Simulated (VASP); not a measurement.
**Tl: single point with LDA**

The system is Tl.

```
Tl
1.0
     5.96285    0.00000    0.00000
     0.00000    5.96285    0.00000
     0.00000    0.00000    5.96285
Tl
1
Direct
  0.50000 0.50000 0.50000
```

| Item | Value |
| --- | --- |
| Program | VASP 6.6.1 |
| Task | single point |
| Functional | LDA |
| Potentials or basis | VASP PAW LDA potentials, release 64 (Tl_d) |
| Cutoff | 520 eV |
| k mesh | 4 × 4 × 4 |
| Occupations | fermi-dirac, width 0.1 eV |
| Spin | no spin polarisation |
| Dipole correction | no |
| Further INCAR settings | ALGO = Normal; EDIFF = 1e-07; NBANDS = 12 |

```
Pressure : -0.5 GPa
```

Levels at points of the mesh, in eV from the Fermi level:
```tsv
k point	band 2	band 3	band 4	band 5	band 6	band 7	band 8	band 9	band 10	band 11
(0.00, 0.00, 0.00)	-12.79	-12.79	-12.79	-12.79	-6.91	0.83	0.83	0.83	1.65	4.07
(0.50, 0.00, 0.00)	-12.79	-12.79	-12.79	-12.79	-6.86	-0.26	0.96	0.96	2.79	3.96
(0.50, 0.50, 0.00)	-12.79	-12.79	-12.79	-12.79	-6.82	-0.01	-0.01	1.07	2.79	4.05
(0.50, 0.50, 0.50)	-12.79	-12.79	-12.79	-12.79	-6.78	0.19	0.19	0.19	3.51	3.51
```

It took 16 s on 1 thread of Intel(R) Xeon(R) Platinum 8375C CPU @ 2.90GHz (Ice Lake), with other jobs on the host, peak memory 0.24 GiB.

Caveat: spin-orbit coupling is left out, which moves the levels of the heavy elements.
